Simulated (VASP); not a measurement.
**MgO: single point with HSE06**

The system is MgO.

```
Mg O
1.0
     0.00000    2.10217    2.10217
     2.10217    0.00000    2.10217
     2.10217    2.10217    0.00000
Mg O
1 1
Direct
  0.00000 0.00000 0.00000
  0.50000 0.50000 0.50000
```

| Quantity | Value |
| --- | --- |
| Program | VASP 6.6.1 |
| Task | single point |
| Functional | HSE06 |
| Potentials or basis | VASP PAW PBE potentials, release 64 (Mg, O) |
| Cutoff | 520 eV |
| k mesh | 6 × 6 × 6 |
| Occupations | gaussian, width 0.01 eV |
| Spin | no spin polarisation |
| Dipole correction | no |
| Grid for exact exchange (PRECFOCK) | Normal |
| Further INCAR settings | ALGO = Normal; EDIFF = 1e-07; NBANDS = 11 |
| Share of exact exchange | 0.25 |
| Screening parameter | 0.2079 1/Å |

```yaml
Pressure: -0.6 GPa
Band_gap_on_the_k_mesh: 6.50 eV
```

Levels at points of the mesh, in eV from the valence-band top:
```tsv
k point	band 2	band 3	band 4	band 5	band 6	band 7
(0.00, 0.00, 0.00)	0.00	0.00	0.00	6.50	17.78	17.78
(0.50, 0.00, 0.00)	-4.95	-0.72	-0.72	9.71	14.93	18.38
(0.50, 0.50, 0.00)	-4.41	-1.48	-1.48	10.86	11.91	15.42
```

Wall time 8.3 min on 1 thread of Intel(R) Xeon(R) Platinum 8375C CPU @ 2.90GHz (Ice Lake), on a shared host, peak memory 0.25 GiB.

Caveat: the k points lie up to 0.43 Å⁻¹ apart; the PAW data sets were made with another functional, which shifts forces and pressure a little.
